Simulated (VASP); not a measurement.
# Si (Fd-3m) in VASP: vibrations by perturbation theory with PBE

Aim: the vibrations by perturbation theory of Si with PBE.

Everything below comes from runs of VASP 6.6.1. Logs are shortened: lines on timing, memory, paths and dates and some standing lists are left out, and cuts for length are marked.

## Step 1: The cell of the first run

It takes space group Fd-3m (No. 227, cubic). The conventional cell has a = 5.431 Å, b = 5.431 Å, c = 5.431 Å, α = 90.00°, β = 90.00°, γ = 90.00°. Si (site symmetry -43m) has 4 Si at 2.35 Å within 3.1 Å.

## Step 2: Vibrations by perturbation theory, PBE

File INCAR:

```
SYSTEM = Si
PREC = Accurate ; ENCUT = 520
EDIFF = 1E-8 ; ISMEAR = 0
SIGMA = 0.05 ; LREAL = .False.
LASPH = .True. ; NELM = 60
ALGO = Normal ; ISIF = 2
LWAVE = .False. ; LCHARG = .False.
GGA = PE ; IBRION = 8
NSW = 1
```

File KPOINTS:

```
Automatic mesh
0
Gamma
  10 10 10
  0 0 0
```

File POSCAR:

```
Si
1.0
    0.0000000000      2.7154700000      2.7154700000
    2.7154700000      0.0000000000      2.7154700000
    2.7154700000      2.7154700000      0.0000000000
Si
2
Direct
    0.5000000000      0.5000000000      0.5000000000
    0.7500000000      0.7500000000      0.7500000000
```

Potentials or basis: VASP PAW PBE potentials, release 64 (Si).

On the command line:

```sh
cat potpaw_PBE.64/Si/POTCAR > POTCAR
mpirun -np 1 vasp_std > vasp.out
```

OUTCAR:

```text
SYSTEM = Si
   PREC = Accurate
   ENCUT = 520
   EDIFF = 1E-8
   ISMEAR = 0
   LREAL = .False.
   LASPH = .True.
   NELM = 60
   ISIF = 2
   GGA = PE
   IBRION = 8
   NSW = 1

 ion  position               nearest neighbor table
   1  0.500  0.500  0.500-   2 2.35   2 2.35   2 2.35   2 2.35
   2  0.750  0.750  0.750-   1 2.35   1 2.35   1 2.35   1 2.35

  LATTYP: Found a face centered cubic cell.
 ALAT       =     5.4309400000

  Lattice vectors:

 A1 = (   0.0000000000,   2.7154700000,   2.7154700000)
 A2 = (   2.7154700000,   0.0000000000,   2.7154700000)
 A3 = (   2.7154700000,   2.7154700000,   0.0000000000)

Analysis of symmetry for initial positions (statically):
=====================================================================
 Subroutine PRICEL returns:
 Original cell was already a primitive cell.

 Routine SETGRP: Setting up the symmetry group for a
 face centered cubic supercell.

 Subroutine GETGRP returns: Found 48 space group operations
 (whereof 24 operations were pure point group operations)
 out of a pool of 48 trial point group operations.

The static configuration has the point symmetry T_d .
 The point group associated with its full space group is O_h .

Analysis of symmetry for dynamics (positions and initial velocities):
=====================================================================
 Subroutine PRICEL returns:
 Original cell was already a primitive cell.

 Routine SETGRP: Setting up the symmetry group for a
 face centered cubic supercell.

 Subroutine GETGRP returns: Found 48 space group operations
 (whereof 24 operations were pure point group operations)
 out of a pool of 48 trial point group operations.

The dynamic configuration has the point symmetry T_d .
 The point group associated with its full space group is O_h .

 Subroutine INISYM returns: Found 48 space group operations
 (whereof 24 operations are pure point group operations),
 and found     1 'primitive' translations

----------------------------------------------------------------------------------------
[... 425 lines left out ...]
  external PRESSURE =      19.2792309 kB  Pullay stress =       0.0000000 kB

 VOLUME and BASIS-vectors are now :
 -----------------------------------------------------------------------------
  energy-cutoff  :      520.00
  volume of cell :       40.05
      direct lattice vectors                 reciprocal lattice vectors
     0.000000000  2.715470000  2.715470000    -0.184130187  0.184130187  0.184130187
     2.715470000  0.000000000  2.715470000     0.184130187 -0.184130187  0.184130187
     2.715470000  2.715470000  0.000000000     0.184130187  0.184130187 -0.184130187

 POSITION                                       TOTAL-FORCE (eV/Angst)
 -----------------------------------------------------------------------------------
      2.71547      2.71547      2.71547        -0.000000      0.000000      0.000000
      4.07320      4.07320      4.07320         0.000000     -0.000000     -0.000000
 -----------------------------------------------------------------------------------
    total drift:                                0.000000     -0.000000     -0.000000

  FREE ENERGIE OF THE ION-ELECTRON SYSTEM (eV)
  ---------------------------------------------------
  free  energy   TOTEN  =       -10.8442078205 eV

  energy  without entropy=      -10.8442078205  energy(sigma->0) =      -10.84420782

[... ionic steps 2 to 3 ...]

--------------------------------------- Ionic step        4  -------------------------------------------

 Free energy of the ion-electron system (eV)
  ---------------------------------------------------
  ---------------------------------------------------
  free energy    TOTEN  =        -0.01743148 eV

  energy without entropy =       -0.01743148

------------------------ aborting loop because EDIFF is reached ----------------------------------------

 INTERNAL STRAIN TENSOR  FOR ION    1  DIRECTION 1   (eV/Angst):
 -----------------------------------------------------------------------------
    -0.00838  0.00000  0.00000
     0.00000  0.00510  9.62050
     0.00000  9.62050  0.00510

 INTERNAL STRAIN TENSOR FOR ION    2 for displacements in x,y,z  (eV/Angst):
          X           Y           Z          XY          YZ          ZX
  --------------------------------------------------------------------------------
  x     0.00000    -0.00000    -0.00000     0.00000    -9.62050     0.00000
  y     0.00000     0.00000     0.00000     0.00000     0.00000    -9.62050
  z    -0.00000    -0.00000     0.00000    -9.62050     0.00000     0.00000

 SECOND DERIVATIVES (NOT SYMMETRIZED)
 ------------------------------------
               1X          1Y          1Z          2X          2Y          2Z
  1X   -13.590654    0.000000    0.000000   13.590654    0.000000    0.000000
  1Y     0.000000  -13.590654    0.000000    0.000000   13.590654    0.000000
  1Z     0.000000    0.000000  -13.590654    0.000000    0.000000   13.590654
  2X    13.590654    0.000000    0.000000  -13.590654    0.000000    0.000000
  2Y     0.000000   13.590654    0.000000    0.000000  -13.590654    0.000000
  2Z     0.000000    0.000000   13.590654    0.000000    0.000000  -13.590654

 Eigenvectors and eigenvalues of the dynamical matrix
 ----------------------------------------------------

   1 f  =   15.379729 THz    96.633688 2PiTHz  513.012543 cm-1    63.605420 meV
             X         Y         Z           dx          dy          dz
      2.715470  2.715470  2.715470     0.707107    0.000000    0.000000
      4.073205  4.073205  4.073205    -0.707107    0.000000    0.000000
[... 16 lines left out ...]
   5 f  =    0.000000 THz     0.000000 2PiTHz    0.000000 cm-1     0.000000 meV
             X         Y         Z           dx          dy          dz
      2.715470  2.715470  2.715470     0.707107    0.000000    0.000000
      4.073205  4.073205  4.073205     0.707107    0.000000    0.000000

   6 f/i=    0.000000 THz     0.000001 2PiTHz    0.000004 cm-1     0.000001 meV
             X         Y         Z           dx          dy          dz
      2.715470  2.715470  2.715470     0.000000   -0.202382   -0.677526
      4.073205  4.073205  4.073205     0.000000   -0.202382   -0.677526

--------------------------------------------------------------------------------------------------------

 ELASTIC MODULI CONTR FROM IONIC RELAXATION (kBar)
 Direction    XX          YY          ZZ          XY          YZ          ZX
 --------------------------------------------------------------------------------
 XX          -0.0000     -0.0000     -0.0000     -0.0000      0.0000      0.0000
 YY          -0.0000     -0.0000     -0.0000     -0.0000     -0.0000      0.0000
 ZZ          -0.0000     -0.0000     -0.0000      0.0000     -0.0000      0.0000
 XY          -0.0000     -0.0000      0.0000   -272.4584      0.0000      0.0000
 YZ           0.0000     -0.0000     -0.0000      0.0000   -272.4584      0.0000
 ZX           0.0000      0.0000      0.0000      0.0000      0.0000   -272.4584
 --------------------------------------------------------------------------------
```

stdout:

```text
POSCAR found type information on POSCAR Si
 POSCAR found :  1 types and       2 ions
 scaLAPACK will be used
 LDA part: xc-table for (Slater+PW92), standard interpolation
 POSCAR, INCAR and KPOINTS ok, starting setup
 FFT: planning ... GRIDC
 FFT: planning ... GRID_SOFT
 FFT: planning ... GRID
 WAVECAR not read
 entering main loop
 Linear response reoptimize wavefunctions to high precision
 Linear response DOF=           1
 Linear response progress:
 first order change of Fermi-energy   0.11019E-03
 force on displaced ion       1 direction 1 : -13.591   0.000   0.000
 Linear response finished
```

It took 2.7 min on 1 thread of Intel Xeon Platinum 8259CL at 2.50GHz (Skylake/Cascade Lake), shared host; peak memory 0.25 GiB.

What came out:

* Highest phonon frequency at Γ: 513 cm⁻¹

Phonon frequencies in cm⁻¹ (negative: imaginary):
```tsv
q point	frequencies
(0.000, 0.000, 0.000)	0 0 0 513 513 513
```

Caveat: the cell stands under pressure or tension, which shifts response properties.
